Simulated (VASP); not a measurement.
# Mn (P6_3/mmc) in VASP: notebook, part 2 of 4

VASP 6.6.1. Earlier steps stand in the parts before.

### 3 Single point, LDA

This run uses another cell than the first one, of 10.05 Å³/atom, 0.893 times its volume.

INCAR reads:

```
SYSTEM = Mn
PREC = Accurate
ENCUT = 520
EDIFF = 1E-6
ISMEAR = -1
SIGMA = 0.1
LREAL = .FALSE.
LASPH = .TRUE.
NELM = 80
ALGO = Normal
ISIF = 2
LWAVE = .FALSE.
LCHARG = .FALSE.
GGA = CA
NBANDS = 34
```

KPOINTS reads:

```
Automatic mesh
0
G
  19 19 6
  0 0 0
```

POSCAR reads:

```
Mn
1.0
    2.4340047625      0.0000000000      0.0000000000
   -1.2170023812      2.1079099573      0.0000000000
    0.0000000000      0.0000000000      7.8377764739
Mn
4
Direct
    1.0000000000      0.0000000000      1.0000000000
    1.0000000000      1.0000000000      0.5000000000
    0.3333333333      0.6666666667      0.2500000000
    0.6666666667      0.3333333333      0.7500000000
```

Potentials or basis: VASP PAW LDA potentials, release 64 (Mn_pv).

Run with:

```
> cat potpaw_LDA.64/Mn_pv/POTCAR > POTCAR
> mpirun -np 1 vasp_std > vasp.out
```

OUTCAR:

```text
SYSTEM = Mn
   PREC = Accurate
   ENCUT = 520
   EDIFF = 1E-6
   ISMEAR = -1
   LREAL = .FALSE.
   LASPH = .TRUE.
   NELM = 80
   ISIF = 2
   GGA = CA

 ion  position               nearest neighbor table
   1  0.000  0.000  0.000-   3 2.41   4 2.41   4 2.41   3 2.41   4 2.41   3 2.41
   2  0.000  0.000  0.500-   3 2.41   4 2.41   4 2.41   3 2.41   4 2.41   3 2.41
   3  0.333  0.667  0.250-   1 2.41   2 2.41   1 2.41   2 2.41   1 2.41   2 2.41
   4  0.667  0.333  0.750-   1 2.41   2 2.41   1 2.41   2 2.41   1 2.41   2 2.41

  LATTYP: Found a hexagonal cell.
 ALAT       =     2.4340047625
 C/A-ratio  =     3.2201155046

  Lattice vectors:

 A1 = (   2.4340047625,   0.0000000000,   0.0000000000)
 A2 = (  -1.2170023812,   2.1079099573,   0.0000000000)
 A3 = (   0.0000000000,   0.0000000000,   7.8377764739)

Analysis of symmetry for initial positions (statically):
=====================================================================
 Subroutine PRICEL returns:
 Original cell was already a primitive cell.

 Routine SETGRP: Setting up the symmetry group for a
 hexagonal supercell.

 Subroutine GETGRP returns: Found 24 space group operations
 (whereof 12 operations were pure point group operations)
 out of a pool of 24 trial point group operations.

The static configuration has the point symmetry D_3d.
 The point group associated with its full space group is D_6h.

Analysis of symmetry for dynamics (positions and initial velocities):
=====================================================================
 Subroutine PRICEL returns:
 Original cell was already a primitive cell.

 Routine SETGRP: Setting up the symmetry group for a
 hexagonal supercell.

 Subroutine GETGRP returns: Found 24 space group operations
 (whereof 12 operations were pure point group operations)
 out of a pool of 24 trial point group operations.

The dynamic configuration has the point symmetry D_3d.
 The point group associated with its full space group is D_6h.

 Subroutine INISYM returns: Found 24 space group operations
 (whereof 12 operations are pure point group operations),
 and found     1 'primitive' translations

----------------------------------------------------------------------------------------

                                     Primitive cell

  volume of cell :      40.2130

  direct lattice vectors                    reciprocal lattice vectors
     2.434004762  0.000000000  0.000000000     0.410845540  0.237201783  0.000000000
    -1.217002381  2.107909957  0.000000000     0.000000000  0.474403566  0.000000000
     0.000000000  0.000000000  7.837776474     0.000000000  0.000000000  0.127587206

  length of vectors
     2.434004762  2.434004763  7.837776474     0.474403566  0.474403566  0.127587206

  position of ions in fractional coordinates (direct lattice)
     0.000000000  0.000000000  0.000000000
     0.000000000  0.000000000  0.500000000
     0.333333333  0.666666667  0.250000000
     0.666666667  0.333333333  0.750000000

  ion indices of the primitive-cell ions
   primitive index   ion index
                 1           1
                 2           2
                 3           3
                 4           4

----------------------------------------------------------------------------------------

 KPOINTS: Automatic mesh

Automatic generation of k-mesh.
 Grid dimensions read from file:
 generate k-points for:   19   19    6

 Generating k-lattice:

  Cartesian coordinates                     Fractional coordinates (reciprocal lattice)
     0.021623449  0.012484304  0.000000000     0.052631579  0.000000000  0.000000000
     0.000000000  0.024968609  0.000000000     0.000000000  0.052631579  0.000000000
     0.000000000  0.000000000  0.021264534     0.000000000  0.000000000  0.166666667

  Length of vectors
     0.024968609  0.024968609  0.021264534

  Shift w.r.t. Gamma in fractional coordinates (k-lattice)
     0.000000000  0.000000000  0.000000000

 Subroutine IBZKPT returns following result:
 ===========================================

 Found    160 irreducible k-points:

 Following reciprocal coordinates:
            Coordinates               Weight
  0.000000  0.000000  0.000000      1.000000
  0.052632 -0.000000  0.000000      6.000000
  0.105263 -0.000000  0.000000      6.000000
  0.157895  0.000000  0.000000      6.000000
  0.210526  0.000000  0.000000      6.000000
  0.263158 -0.000000  0.000000      6.000000
[... 16 lines left out ...]
  0.263158  0.105263  0.000000     12.000000
  0.315789  0.105263  0.000000     12.000000
 [... further k-points ...]
   k-points           NKPTS =    160   k-points in BZ     NKDIM =    160   number of bands    NBANDS=     34
   number of dos      NEDOS =    301   number of ions     NIONS =      4
   total plane-waves  NPLWV =  19440
   dimension x,y,z NGX =    18 NGY =   18 NGZ =   60
   dimension x,y,z NGXF=    36 NGYF=   36 NGZF=  120
   ions per type =               4
   NGX,Y,Z   is equivalent  to a cutoff of  12.29, 12.29, 12.73 a.u.
   NGXF,Y,Z  is equivalent  to a cutoff of  24.59, 24.59, 25.45 a.u.
 SYSTEM =  Mn
   PREC   = accura    normal or accurate (medium, high low for compatibility)
   ISTART =      0    job   : 0-new  1-cont  2-samecut
   ICHARG =      2    charge: 1-file 2-atom 10-const
   ISPIN  =      1    spin polarized calculation?
   LNONCOLLINEAR =      F non collinear calculations
   LSORBIT =      F    spin-orbit coupling
   LASPH  =      T    aspherical Exc in radial PAW
   ENCUT  =  520.0 eV  38.22 Ry    6.18 a.u.   4.53  4.53 14.57*2*pi/ulx,y,z
   NELM   =     80;   NELMIN=  2; NELMDL= -5     # of ELM steps
   EDIFF  = 0.1E-05   stopping-criterion for ELM
   LREAL  =      F    real-space projection
   EDIFFG = 0.1E-04   stopping-criterion for IOM
   NSW    =      0    number of steps for IOM
   IBRION =     -1    ionic relax: 0-MD 1-quasi-New 2-CG
   NFREE  =      0    steps in history (QN), initial steepest desc. (CG)
   ISIF   =      2    stress and relaxation
   ISYM   =      2    0-nonsym 1-usesym 2-fastsym
   POTIM  = 0.5000    time-step for ionic-motion
   TEBEG  =    0.0;   TEEND  =   0.0 temperature during run
   PSTRESS=    0.0 pullay stress
   NELECT =      52.0000    total number of electrons
   NUPDOWN=      -1.0000    fix difference up-down
   EMIN   =  10.00;   EMAX   =-10.00  energy-range for DOS
   EFERMI =   0.00;   METHOD = LEGACY
   ISMEAR =    -1;   SIGMA  =   0.10  broadening in eV -4-tet -1-fermi 0-gaus
   EFERMI_NEDOS =   21; number of points for ismear=-14 and -15
   IALGO  =     38    algorithm
   IMIX   =      4    mixing-type and parameters
     AMIX     =   0.40;   BMIX     =  1.00
     AMIX_MAG =   1.60;   BMIX_MAG =  1.00
  volume/ion in A,a.u.               =      10.05        67.84
  Fermi-wavevector in a.u.,A,eV,Ry     =   1.783558  3.370435 43.281194  3.181078
  Thomas-Fermi vector in A             =   2.847721
   LORBIT       =      0    0 simple, 1 ext, 2 COOP (PROOUT), +10 PAW based schemes
   GGA     = CA    functional components
   LHFCALC =     F    Hartree Fock is set to
   AEXX    =    0.0000 exact exchange contribution
   IVDW    =     0    specifies the selected vdW correction
   LEPSILON=     F    determine dielectric tensor
   LRPA    =     F    only Hartree local field effects (RPA)
 non-spin polarized calculation
  energy-cutoff  :      520.00
  volume of cell :       40.21
 maximum number of plane-waves:      1110
 NGX is ok and might be reduce to    18
   NGX =  9   NGY =  9   NGZ = 29

 number of electron      52.0000008 magnetization

 Free energy of the ion-electron system (eV)
  ---------------------------------------------------
  ext. energy  EPLUGINS =         0.00000000
  ---------------------------------------------------
  free energy    TOTEN  =       -40.67632789 eV

  energy without entropy =      -40.51572061  energy(sigma->0) =      -40.59602425

 E-fermi :  11.2137     XC(G=0): -14.7816

 val. band max:       11.2118868090   @ k =   0.1053  -0.0000   0.0000
 cond. band min:      11.2157637718   @ k =   0.1579   0.0526   0.0000
 fundamental gap:      0.0038769628
 Fermi energy:        11.2137094336

 k-point     1 :       0.0000    0.0000    0.0000
  band No.  band energies     occupation
      1     -36.8621      2.00000
      2     -36.4068      2.00000
      3     -36.3332      2.00000
      4     -36.0047      2.00000
      5     -36.0047      2.00000
      6     -35.9393      2.00000
[... 26 lines left out ...]
     33      12.4667      0.00001
     34      12.4667      0.00001
[... 820 lines left out ...]
      4     -36.5096      2.00000
      5     -36.4859      2.00000
      6     -36.2240      2.00000
[... 26 lines left out ...]
     33      13.6495      0.00000
     34      14.5142      0.00000

 [... further k-points ...]
[... 5 lines left out ...]
  --------------------------------------------------------------------------------------
  -------------------------------------------------------------------------------------
  Total        0.1312049      0.1312049      0.0759456      0.0000000      0.0000000      0.0000000
  in kB        5.2275034      5.2275034      3.0258464      0.0000000      0.0000000      0.0000000
  external PRESSURE =       4.4936177 kB  Pullay stress =       0.0000000 kB

 VOLUME and BASIS-vectors are now :
 -----------------------------------------------------------------------------
  energy-cutoff  :      520.00
  volume of cell :       40.21
      direct lattice vectors                 reciprocal lattice vectors
     2.434004762  0.000000000  0.000000000     0.410845540  0.237201783  0.000000000
    -1.217002381  2.107909957  0.000000000     0.000000000  0.474403566  0.000000000
     0.000000000  0.000000000  7.837776474     0.000000000  0.000000000  0.127587206

 POSITION                                       TOTAL-FORCE (eV/Angst)
 -----------------------------------------------------------------------------------
      0.00000      0.00000      0.00000         0.000000      0.000000      0.000000
      0.00000      0.00000      3.91889         0.000000      0.000000      0.000000
     -0.00000      1.40527      1.95944         0.000000     -0.000000     -0.000000
      1.21700      0.70264      5.87833        -0.000000      0.000000      0.000000
 -----------------------------------------------------------------------------------
    total drift:                                0.000000     -0.000000      0.000000

  FREE ENERGIE OF THE ION-ELECTRON SYSTEM (eV)
  ---------------------------------------------------
  free  energy   TOTEN  =       -40.6763278908 eV

  energy  without entropy=      -40.5157206055  energy(sigma->0) =      -40.59602425
```

OSZICAR:

```text
N       E                     dE             d eps       ncg     rms          rms(c)
DAV:   1     0.619329634122E+03    0.61933E+03   -0.29400E+04 11440   0.218E+03
DAV:   2    -0.623502586513E+01   -0.62556E+03   -0.60581E+03 10898   0.587E+02
DAV:   3    -0.461761699577E+02   -0.39941E+02   -0.38020E+02 11684   0.166E+02
DAV:   4    -0.473919816458E+02   -0.12158E+01   -0.11902E+01 12388   0.285E+01
DAV:   5    -0.474170148940E+02   -0.25033E-01   -0.24992E-01 12054   0.428E+00    0.288E+01
DAV:   6    -0.409079505505E+02    0.65091E+01   -0.46515E+01 11360   0.609E+01    0.322E+00
DAV:   7    -0.408110287643E+02    0.96922E-01   -0.15658E+00 11912   0.142E+01    0.438E+00
DAV:   8    -0.407342602298E+02    0.76769E-01   -0.51174E-01 13016   0.905E+00    0.176E+00
DAV:   9    -0.406792993548E+02    0.54961E-01   -0.43175E-02 12468   0.265E+00    0.418E-01
DAV:  10    -0.406763274205E+02    0.29719E-02   -0.81796E-03 11912   0.682E-01    0.915E-02
DAV:  11    -0.406763223451E+02    0.50754E-05   -0.26982E-04 11172   0.153E-01    0.409E-02
DAV:  12    -0.406763293001E+02   -0.69551E-05   -0.32975E-05 11606   0.656E-02    0.141E-02
DAV:  13    -0.406763281773E+02    0.11228E-05   -0.47992E-06 10020   0.223E-02    0.609E-03
DAV:  14    -0.406763278908E+02    0.28653E-06   -0.65539E-07  5558   0.100E-02
   1 F= -.40676328E+02 E0= -.40596024E+02  d E =-.160607E+00
```

stdout:

```text
POSCAR found type information on POSCAR Mn
 POSCAR found :  1 types and       4 ions
 scaLAPACK will be used
 LDA part: xc-table for (Slater(with rela. corr.)+CA(PZ))
 , standard interpolation
 POSCAR, INCAR and KPOINTS ok, starting setup
 FFT: planning ... GRIDC
 FFT: planning ... GRID_SOFT
 FFT: planning ... GRID
 WAVECAR not read
 entering main loop
```

It took 1.9 min on 1 thread of Intel Xeon 6975P-C (Granite Rapids), shared host; peak memory 0.25 GiB.

What came out:

* Free energy: -40.6763 eV
* Pressure: 0.4 GPa
* Band gap on the k mesh: zero (band 26 reaches 12.64 eV, above the bottom of band 27 at 10.30 eV)

Caveat: the run has no spin polarisation, though such a crystal can be magnetic. Spin polarisation is off, so any magnetic state and its effect on volume and gap are missing.

### 4 Single point, LDA, collinear spin, ferromagnetic start

This run uses another cell than the first one, of 10.04 Å³/atom, 0.892 times its volume.

INCAR reads:

```
PREC = Accurate
ENCUT = 520
EDIFF = 1E-6
ISMEAR = -1
SIGMA = 0.05
LREAL = F
LASPH = T
NELM = 150
ALGO = Normal
ISIF = 2
LWAVE = F
LCHARG = F
ISPIN = 2
MAGMOM = 3 3 3 3
LORBIT = 11
LMAXMIX = 4
NBANDS = 38
```

KPOINTS reads:

```
regular mesh
0
Gamma
  14 14 4
```

POSCAR reads:

```
Mn
1.0
    2.4327818462      0.0000000000      0.0000000000
   -1.2163909231      2.1068508807      0.0000000000
    0.0000000000      0.0000000000      7.8384819158
Mn
4
Direct
    1.0000000000      1.0000000000      1.0000000000
    1.0000000000      0.0000000000      0.5000000000
    0.3333333333      0.6666666667      0.2500000000
    0.6666666667      0.3333333333      0.7500000000
```

Potentials or basis: VASP PAW LDA potentials, release 64 (Mn_pv).

Run with:

```
> cat potpaw_LDA.64/Mn_pv/POTCAR > POTCAR
> mpirun -np 1 vasp_std > vasp.out
```

OUTCAR:

```text
PREC = Accurate
   ENCUT = 520
   EDIFF = 1E-6
   ISMEAR = -1
   LREAL = F
   LASPH = T
   NELM = 150
   ISIF = 2
   ISPIN = 2
   LORBIT = 11

 ion  position               nearest neighbor table
   1  0.000  0.000  0.000-   3 2.41   4 2.41   4 2.41   3 2.41   4 2.41   3 2.41
   2  0.000  0.000  0.500-   3 2.41   4 2.41   4 2.41   3 2.41   4 2.41   3 2.41
   3  0.333  0.667  0.250-   1 2.41   2 2.41   1 2.41   2 2.41   1 2.41   2 2.41
   4  0.667  0.333  0.750-   1 2.41   2 2.41   1 2.41   2 2.41   1 2.41   2 2.41

  LATTYP: Found a hexagonal cell.
 ALAT       =     2.4327818462
 C/A-ratio  =     3.2220241729

  Lattice vectors:

[... 2199 lines left out ...]
    -1.216390923  2.106850881  0.000000000     0.000000000  0.474642040  0.000000000
     0.000000000  0.000000000  7.838481916     0.000000000  0.000000000  0.127575723

 POSITION                                       TOTAL-FORCE (eV/Angst)
 -----------------------------------------------------------------------------------
      0.00000      0.00000      0.00000        -0.000000      0.000000      0.000000
      0.00000      0.00000      3.91924        -0.000000      0.000000      0.000000
     -0.00000      1.40457      1.95962        -0.000000      0.000000     -0.000000
      1.21639      0.70228      5.87886         0.000000     -0.000000      0.000000
 -----------------------------------------------------------------------------------
    total drift:                                0.000000     -0.000000      0.000000

  FREE ENERGIE OF THE ION-ELECTRON SYSTEM (eV)
  ---------------------------------------------------
  free  energy   TOTEN  =       -40.6159800423 eV

  energy  without entropy=      -40.5774956403  energy(sigma->0) =      -40.59673784

 total charge

# of ion       s       p       d       tot
------------------------------------------
    1        0.454   6.442   5.250  12.146
    2        0.454   6.442   5.250  12.146
    3        0.455   6.443   5.236  12.135
    4        0.455   6.443   5.236  12.135
--------------------------------------------------
tot          1.819  25.770  20.972  48.562

 magnetization (x)

# of ion       s       p       d       tot
------------------------------------------
    1        0.000   0.000   0.000   0.000
    2        0.000   0.000   0.000   0.000
    3       -0.000  -0.000  -0.000  -0.000
    4       -0.000  -0.000  -0.000  -0.000
--------------------------------------------------
tot         -0.000   0.000   0.000   0.000
```

Wall time 6.2 min (1 thread of Oxide Virtual Turin-like, shared host); peak memory 0.21 GiB.

What came out:

* Free energy: -40.6160 eV
* Pressure: 0.5 GPa
* Band gap on the k mesh: zero (filled and empty bands overlap)
* Net moment: 0.00 μB per cell
* Valence electrons inside the program's atomic spheres: Mn 12.15, 12.13

Caveat: the starting moments collapsed, and a magnetic state may lie lower.

[end of part 2 of 4]
